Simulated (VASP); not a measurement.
# BeTe (F-43m) in VASP: further runs

The runs below take BeTe through single point, with PBE.

Program: VASP 6.6.1. These are calculated values, not measurements. Logs are shortened: lines on timing, memory, paths and dates and some standing lists are left out, and cuts for length are marked.

### 1 The cell of the first run

Symmetry: F-43m, No. 216, cubic system. The conventional cell has a = 5.584 Å, b = 5.584 Å, c = 5.584 Å, α = 90.00°, β = 90.00°, γ = 90.00°. Within 3.2 Å of Be (site symmetry -43m) lie 4 Te at 2.42 Å. Te (site symmetry -43m) has 4 Be at 2.42 Å within 3.2 Å.

### 2 Single point, PBE (strained)

INCAR reads:

```
SYSTEM = BeTe
ALGO = Normal ; EDIFF = 1E-6
ENCUT = 600 ; GGA = PE
GGA_COMPAT = .FALSE. ; ISIF = 2
ISMEAR = 0 ; LASPH = .TRUE.
LCHARG = .FALSE. ; LREAL = .FALSE.
LWAVE = .FALSE. ; NBANDS = 11
NELM = 120 ; PREC = Accurate
SIGMA = 0.02
```

KPOINTS reads:

```
k-points
0
G
  8 8 8
  0 0 0
```

POSCAR reads:

```
BeTe
1.0
    0.0000000000      2.7919107000      2.7919107000
    2.7919107000      0.0000000000      2.7919107000
    2.7919107000      2.7919107000      0.0000000000
Be Te
1 1
Direct
    0.0000000000      0.0000000000      0.0000000000
    0.7500000000      0.7500000000      0.7500000000
```

Potentials or basis: VASP PAW PBE potentials, release 64 (Be, Te).

Launch:

```sh
> cat potpaw_PBE.64/Be/POTCAR potpaw_PBE.64/Te/POTCAR > POTCAR
> mpirun -np 1 vasp_std > vasp.out
```

OUTCAR:

```text
SYSTEM = BeTe
   EDIFF = 1E-6
   ENCUT = 600
   GGA = PE
   ISIF = 2
   ISMEAR = 0
   LASPH = .TRUE.
   LREAL = .FALSE.
   NELM = 120
   PREC = Accurate

 ion  position               nearest neighbor table
   1  0.000  0.000  0.000-   2 2.42   2 2.42   2 2.42   2 2.42
   2  0.750  0.750  0.750-   1 2.42   1 2.42   1 2.42   1 2.42

  LATTYP: Found a face centered cubic cell.
 ALAT       =     5.5838214000

  Lattice vectors:

 A1 = (   0.0000000000,   2.7919107000,   2.7919107000)
 A2 = (   2.7919107000,   0.0000000000,   2.7919107000)
 A3 = (   2.7919107000,   2.7919107000,   0.0000000000)

Analysis of symmetry for initial positions (statically):
=====================================================================
 Subroutine PRICEL returns:
 Original cell was already a primitive cell.

 Routine SETGRP: Setting up the symmetry group for a
 face centered cubic supercell.

 Subroutine GETGRP returns: Found 24 space group operations
 (whereof 24 operations were pure point group operations)
 out of a pool of 48 trial point group operations.

The static configuration has the point symmetry T_d .

Analysis of symmetry for dynamics (positions and initial velocities):
=====================================================================
 Subroutine PRICEL returns:
 Original cell was already a primitive cell.

 Routine SETGRP: Setting up the symmetry group for a
 face centered cubic supercell.

 Subroutine GETGRP returns: Found 24 space group operations
 (whereof 24 operations were pure point group operations)
 out of a pool of 48 trial point group operations.

The dynamic configuration has the point symmetry T_d .

 Subroutine INISYM returns: Found 24 space group operations
 (whereof 24 operations are pure point group operations),
 and found     1 'primitive' translations

----------------------------------------------------------------------------------------

                                     Primitive cell

  volume of cell :      43.5246

  direct lattice vectors                    reciprocal lattice vectors
     0.000000000  2.791910700  2.791910700    -0.179088823  0.179088823  0.179088823
     2.791910700  0.000000000  2.791910700     0.179088823 -0.179088823  0.179088823
     2.791910700  2.791910700  0.000000000     0.179088823  0.179088823 -0.179088823

  length of vectors
     3.948357977  3.948357977  3.948357977     0.310190940  0.310190940  0.310190940

  position of ions in fractional coordinates (direct lattice)
     0.000000000  0.000000000  0.000000000
     0.750000000  0.750000000  0.750000000

  ion indices of the primitive-cell ions
[... 79 lines left out ...]
   IBRION =     -1    ionic relax: 0-MD 1-quasi-New 2-CG
   NFREE  =      0    steps in history (QN), initial steepest desc. (CG)
   ISIF   =      2    stress and relaxation
   ISYM   =      2    0-nonsym 1-usesym 2-fastsym
   POTIM  = 0.5000    time-step for ionic-motion
   TEBEG  =    0.0;   TEEND  =   0.0 temperature during run
   PSTRESS=    0.0 pullay stress
   NELECT =       8.0000    total number of electrons
   NUPDOWN=      -1.0000    fix difference up-down
   EMIN   =  10.00;   EMAX   =-10.00  energy-range for DOS
   EFERMI =   0.00;   METHOD = LEGACY
   ISMEAR =     0;   SIGMA  =   0.02  broadening in eV -4-tet -1-fermi 0-gaus
   EFERMI_NEDOS =   21; number of points for ismear=-14 and -15
   IALGO  =     38    algorithm
   IMIX   =      4    mixing-type and parameters
     AMIX     =   0.40;   BMIX     =  1.00
     AMIX_MAG =   1.60;   BMIX_MAG =  1.00
  volume/ion in A,a.u.               =      21.76       146.86
  Fermi-wavevector in a.u.,A,eV,Ry     =   0.930808  1.758972 11.788128  0.866403
  Thomas-Fermi vector in A             =   2.057235
   LORBIT       =      0    0 simple, 1 ext, 2 COOP (PROOUT), +10 PAW based schemes
   GGA     = PE    functional components
   LHFCALC =     F    Hartree Fock is set to
   AEXX    =    0.0000 exact exchange contribution
   IVDW    =     0    specifies the selected vdW correction
   LEPSILON=     F    determine dielectric tensor
   LRPA    =     F    only Hartree local field effects (RPA)
 non-spin polarized calculation
 Gauss-broadening in eV      SIGMA  =   0.02
  energy-cutoff  :      600.00
  volume of cell :       43.52
 maximum number of plane-waves:      1475
   NGX = 15   NGY = 15   NGZ = 15

 number of electron       8.0000000 magnetization

 Free energy of the ion-electron system (eV)
  ---------------------------------------------------
  ext. energy  EPLUGINS =         0.00000000
  ---------------------------------------------------
  free energy    TOTEN  =        -7.60770909 eV

  energy without entropy =       -7.60770909  energy(sigma->0) =       -7.60770909

 E-fermi :   5.4841     XC(G=0):  -9.1608

 val. band max:        5.3889152483   @ k =   0.0000   0.0000   0.0000
 cond. band min:       7.2978827932   @ k =   0.5000   0.5000   0.0000
 fundamental gap:      1.9089675450
 Fermi energy:         5.4841323318

 k-point     1 :       0.0000    0.0000    0.0000
  band No.  band energies     occupation
      1      -7.0815      2.00000
      2       5.3889      2.00000
      3       5.3889      2.00000
      4       5.3889      2.00000
      5       8.9759      0.00000
      6       8.9759      0.00000
      7       8.9759      0.00000
      8       9.4011      0.00000
      9      13.7430      0.00000
     10      15.6872      0.00000
     11      15.6872      0.00000
[... 309 lines left out ...]
 k-point    24 :      -0.3750    0.2500    0.1250
  band No.  band energies     occupation
      1      -5.4181      2.00000
      2       0.1164      2.00000
      3       2.3991      2.00000
      4       3.4072      2.00000
      5       9.5842      0.00000
      6       9.8066      0.00000
      7      12.1370      0.00000
      8      13.2262      0.00000
      9      13.9417      0.00000
     10      17.0344      0.00000
     11      17.3946      0.00000

 [... further k-points ...]
[... 5 lines left out ...]
  --------------------------------------------------------------------------------------
  -------------------------------------------------------------------------------------
  Total        0.7572001      0.7572001      0.7572001     -0.0000000     -0.0000000     -0.0000000
  in kB       27.8731899     27.8731899     27.8731899     -0.0000000     -0.0000000     -0.0000000
  external PRESSURE =      27.8731899 kB  Pullay stress =       0.0000000 kB

 VOLUME and BASIS-vectors are now :
 -----------------------------------------------------------------------------
  energy-cutoff  :      600.00
  volume of cell :       43.52
      direct lattice vectors                 reciprocal lattice vectors
     0.000000000  2.791910700  2.791910700    -0.179088823  0.179088823  0.179088823
     2.791910700  0.000000000  2.791910700     0.179088823 -0.179088823  0.179088823
     2.791910700  2.791910700  0.000000000     0.179088823  0.179088823 -0.179088823

 POSITION                                       TOTAL-FORCE (eV/Angst)
 -----------------------------------------------------------------------------------
      0.00000      0.00000      0.00000        -0.000000     -0.000000      0.000000
      4.18787      4.18787      4.18787         0.000000      0.000000     -0.000000
 -----------------------------------------------------------------------------------
    total drift:                               -0.000000     -0.000000     -0.000000

  FREE ENERGIE OF THE ION-ELECTRON SYSTEM (eV)
  ---------------------------------------------------
  free  energy   TOTEN  =        -7.6077090862 eV

  energy  without entropy=       -7.6077090862  energy(sigma->0) =       -7.60770909
```

It took 22 s on 1 thread of AMD EPYC 7R43 (Zen 3), shared host; peak memory 0.14 GiB.

What came out:

* Free energy: -7.6077 eV
* Pressure: 2.8 GPa
* Band gap on the k mesh: 1.91 eV, indirect (least direct gap 3.59 eV)

Caveat: the cell differs from its parent crystal (strained); spin-orbit coupling is left out, which moves the levels of the heavy elements. A k mesh can miss the band edges.

### 3 Single point, PBE

INCAR reads:

```
PREC = Accurate
ENCUT = 600
EDIFF = 1E-6
ISMEAR = 0
SIGMA = 0.02
LREAL = False
LASPH = True
NELM = 120
ALGO = Normal
ISIF = 2
LWAVE = False
LCHARG = False
GGA = PE
NBANDS = 11
GGA_COMPAT = False
```

KPOINTS reads:

```
regular mesh
0
Gamma
  8 8 8
```

POSCAR is that of step 2.

Potentials or basis: VASP PAW PBE potentials, release 64 (Be, Te).

Launch:

```sh
> cat potpaw_PBE.64/Be/POTCAR potpaw_PBE.64/Te/POTCAR > POTCAR
> mpirun -np 1 vasp_std > vasp.out
```

OUTCAR:

```text
PREC = Accurate
   ENCUT = 600
   EDIFF = 1E-6
   ISMEAR = 0
   LREAL = False
   LASPH = True
   NELM = 120
   ISIF = 2
   GGA = PE

 ion  position               nearest neighbor table
   1  0.000  0.000  0.000-   2 2.42   2 2.42   2 2.42   2 2.42
   2  0.750  0.750  0.750-   1 2.42   1 2.42   1 2.42   1 2.42

  LATTYP: Found a face centered cubic cell.
 ALAT       =     5.5838214000

  Lattice vectors:

 A1 = (   0.0000000000,   2.7919107000,   2.7919107000)
 A2 = (   2.7919107000,   0.0000000000,   2.7919107000)
 A3 = (   2.7919107000,   2.7919107000,   0.0000000000)

Analysis of symmetry for initial positions (statically):
=====================================================================
 Subroutine PRICEL returns:
 Original cell was already a primitive cell.

 Routine SETGRP: Setting up the symmetry group for a
 face centered cubic supercell.

 Subroutine GETGRP returns: Found 24 space group operations
 (whereof 24 operations were pure point group operations)
 out of a pool of 48 trial point group operations.

The static configuration has the point symmetry T_d .

Analysis of symmetry for dynamics (positions and initial velocities):
=====================================================================
 Subroutine PRICEL returns:
 Original cell was already a primitive cell.

 Routine SETGRP: Setting up the symmetry group for a
 face centered cubic supercell.

 Subroutine GETGRP returns: Found 24 space group operations
 (whereof 24 operations were pure point group operations)
 out of a pool of 48 trial point group operations.

The dynamic configuration has the point symmetry T_d .

 Subroutine INISYM returns: Found 24 space group operations
 (whereof 24 operations are pure point group operations),
 and found     1 'primitive' translations

----------------------------------------------------------------------------------------

                                     Primitive cell

  volume of cell :      43.5246

  direct lattice vectors                    reciprocal lattice vectors
     0.000000000  2.791910700  2.791910700    -0.179088823  0.179088823  0.179088823
     2.791910700  0.000000000  2.791910700     0.179088823 -0.179088823  0.179088823
     2.791910700  2.791910700  0.000000000     0.179088823  0.179088823 -0.179088823

  length of vectors
     3.948357977  3.948357977  3.948357977     0.310190940  0.310190940  0.310190940

  position of ions in fractional coordinates (direct lattice)
     0.000000000  0.000000000  0.000000000
     0.750000000  0.750000000  0.750000000

  ion indices of the primitive-cell ions
   primitive index   ion index
                 1           1
                 2           2

----------------------------------------------------------------------------------------

 KPOINTS: regular mesh

Automatic generation of k-mesh.
 Grid dimensions read from file:
 generate k-points for:    8    8    8

 Generating k-lattice:

  Cartesian coordinates                     Fractional coordinates (reciprocal lattice)
    -0.022386103  0.022386103  0.022386103     0.125000000  0.000000000  0.000000000
     0.022386103 -0.022386103  0.022386103     0.000000000  0.125000000  0.000000000
     0.022386103  0.022386103 -0.022386103     0.000000000  0.000000000  0.125000000

  Length of vectors
     0.038773867  0.038773867  0.038773867

  Shift w.r.t. Gamma in fractional coordinates (k-lattice)
     0.000000000  0.000000000  0.000000000

 Subroutine IBZKPT returns following result:
 ===========================================

 Found     29 irreducible k-points:

 Following reciprocal coordinates:
            Coordinates               Weight
  0.000000  0.000000  0.000000      1.000000
  0.125000  0.000000  0.000000      8.000000
  0.250000  0.000000  0.000000      8.000000
  0.375000  0.000000  0.000000      8.000000
  0.500000  0.000000  0.000000      4.000000
  0.125000  0.125000  0.000000      6.000000
[... 16 lines left out ...]
  0.500000  0.250000  0.125000     48.000000
 -0.375000  0.250000  0.125000     24.000000
 [... further k-points ...]
   k-points           NKPTS =     29   k-points in BZ     NKDIM =     29   number of bands    NBANDS=     11
   number of dos      NEDOS =    301   number of ions     NIONS =      2
   total plane-waves  NPLWV =  32768
   dimension x,y,z NGX =    32 NGY =   32 NGZ =   32
   dimension x,y,z NGXF=    64 NGYF=   64 NGZF=   64
   ions per type =               1   1
   NGX,Y,Z   is equivalent  to a cutoff of  13.47, 13.47, 13.47 a.u.
   NGXF,Y,Z  is equivalent  to a cutoff of  26.95, 26.95, 26.95 a.u.
 SYSTEM =  unknown system
   PREC   = accura    normal or accurate (medium, high low for compatibility)
   ISTART =      0    job   : 0-new  1-cont  2-samecut
   ICHARG =      2    charge: 1-file 2-atom 10-const
   ISPIN  =      1    spin polarized calculation?
   LNONCOLLINEAR =      F non collinear calculations
   LSORBIT =      F    spin-orbit coupling
   LASPH  =      T    aspherical Exc in radial PAW
   ENCUT  =  600.0 eV  44.10 Ry    6.64 a.u.   7.89  7.89  7.89*2*pi/ulx,y,z
   NELM   =    120;   NELMIN=  2; NELMDL= -5     # of ELM steps
   EDIFF  = 0.1E-05   stopping-criterion for ELM
   LREAL  =      F    real-space projection
   EDIFFG = 0.1E-04   stopping-criterion for IOM
   NSW    =      0    number of steps for IOM
   IBRION =     -1    ionic relax: 0-MD 1-quasi-New 2-CG
   NFREE  =      0    steps in history (QN), initial steepest desc. (CG)
   ISIF   =      2    stress and relaxation
   ISYM   =      2    0-nonsym 1-usesym 2-fastsym
   POTIM  = 0.5000    time-step for ionic-motion
   TEBEG  =    0.0;   TEEND  =   0.0 temperature during run
   PSTRESS=    0.0 pullay stress
   NELECT =       8.0000    total number of electrons
   NUPDOWN=      -1.0000    fix difference up-down
   EMIN   =  10.00;   EMAX   =-10.00  energy-range for DOS
   EFERMI =   0.00;   METHOD = LEGACY
   ISMEAR =     0;   SIGMA  =   0.02  broadening in eV -4-tet -1-fermi 0-gaus
   EFERMI_NEDOS =   21; number of points for ismear=-14 and -15
   IALGO  =     38    algorithm
   IMIX   =      4    mixing-type and parameters
     AMIX     =   0.40;   BMIX     =  1.00
     AMIX_MAG =   1.60;   BMIX_MAG =  1.00
  volume/ion in A,a.u.               =      21.76       146.86
  Fermi-wavevector in a.u.,A,eV,Ry     =   0.930808  1.758972 11.788128  0.866403
  Thomas-Fermi vector in A             =   2.057235
   LORBIT       =      0    0 simple, 1 ext, 2 COOP (PROOUT), +10 PAW based schemes
   GGA     = PE    functional components
   LHFCALC =     F    Hartree Fock is set to
   AEXX    =    0.0000 exact exchange contribution
   IVDW    =     0    specifies the selected vdW correction
   LEPSILON=     F    determine dielectric tensor
   LRPA    =     F    only Hartree local field effects (RPA)
 non-spin polarized calculation
 Gauss-broadening in eV      SIGMA  =   0.02
  energy-cutoff  :      600.00
  volume of cell :       43.52
 maximum number of plane-waves:      1475
   NGX = 15   NGY = 15   NGZ = 15

 number of electron       8.0000000 magnetization

 Free energy of the ion-electron system (eV)
  ---------------------------------------------------
  ext. energy  EPLUGINS =         0.00000000
  ---------------------------------------------------
  free energy    TOTEN  =        -7.60770909 eV

  energy without entropy =       -7.60770909  energy(sigma->0) =       -7.60770909

 E-fermi :   5.4841     XC(G=0):  -9.1608

 val. band max:        5.3889152483   @ k =   0.0000   0.0000   0.0000
 cond. band min:       7.2978827932   @ k =   0.5000   0.5000   0.0000
 fundamental gap:      1.9089675450
 Fermi energy:         5.4841323318

 k-point     1 :       0.0000    0.0000    0.0000
  band No.  band energies     occupation
      1      -7.0815      2.00000
      2       5.3889      2.00000
      3       5.3889      2.00000
      4       5.3889      2.00000
      5       8.9759      0.00000
      6       8.9759      0.00000
      7       8.9759      0.00000
      8       9.4011      0.00000
      9      13.7430      0.00000
     10      15.6872      0.00000
     11      15.6872      0.00000
[... 309 lines left out ...]
 k-point    24 :      -0.3750    0.2500    0.1250
  band No.  band energies     occupation
      1      -5.4181      2.00000
      2       0.1164      2.00000
      3       2.3991      2.00000
      4       3.4072      2.00000
      5       9.5842      0.00000
      6       9.8066      0.00000
      7      12.1370      0.00000
      8      13.2262      0.00000
      9      13.9417      0.00000
     10      17.0344      0.00000
     11      17.3946      0.00000

 [... further k-points ...]
[... 5 lines left out ...]
  --------------------------------------------------------------------------------------
  -------------------------------------------------------------------------------------
  Total        0.7572001      0.7572001      0.7572001     -0.0000000     -0.0000000     -0.0000000
  in kB       27.8731899     27.8731899     27.8731899     -0.0000000     -0.0000000     -0.0000000
  external PRESSURE =      27.8731899 kB  Pullay stress =       0.0000000 kB

 VOLUME and BASIS-vectors are now :
 -----------------------------------------------------------------------------
  energy-cutoff  :      600.00
  volume of cell :       43.52
      direct lattice vectors                 reciprocal lattice vectors
     0.000000000  2.791910700  2.791910700    -0.179088823  0.179088823  0.179088823
     2.791910700  0.000000000  2.791910700     0.179088823 -0.179088823  0.179088823
     2.791910700  2.791910700  0.000000000     0.179088823  0.179088823 -0.179088823

 POSITION                                       TOTAL-FORCE (eV/Angst)
 -----------------------------------------------------------------------------------
      0.00000      0.00000      0.00000        -0.000000     -0.000000      0.000000
      4.18787      4.18787      4.18787         0.000000      0.000000     -0.000000
 -----------------------------------------------------------------------------------
    total drift:                               -0.000000     -0.000000     -0.000000

  FREE ENERGIE OF THE ION-ELECTRON SYSTEM (eV)
  ---------------------------------------------------
  free  energy   TOTEN  =        -7.6077090862 eV

  energy  without entropy=       -7.6077090862  energy(sigma->0) =       -7.60770909
```

stdout:

```text
POSCAR found type information on POSCAR BeTe
 POSCAR found :  2 types and       2 ions
 scaLAPACK will be used
 LDA part: xc-table for (Slater+PW92), standard interpolation
 POSCAR, INCAR and KPOINTS ok, starting setup
 FFT: planning ... GRIDC
 FFT: planning ... GRID_SOFT
 FFT: planning ... GRID
 WAVECAR not read
 entering main loop
```

It took 22 s on 1 thread of AMD EPYC 7R43 (Zen 3), shared host; peak memory 0.15 GiB.

What came out:

```
Free energy            : -7.6077 eV
Pressure               : 2.8 GPa
Band gap on the k mesh : 1.91 eV, indirect (least direct gap 3.59 eV)
```

Caveat: spin-orbit coupling is left out, which moves the levels of the heavy elements.
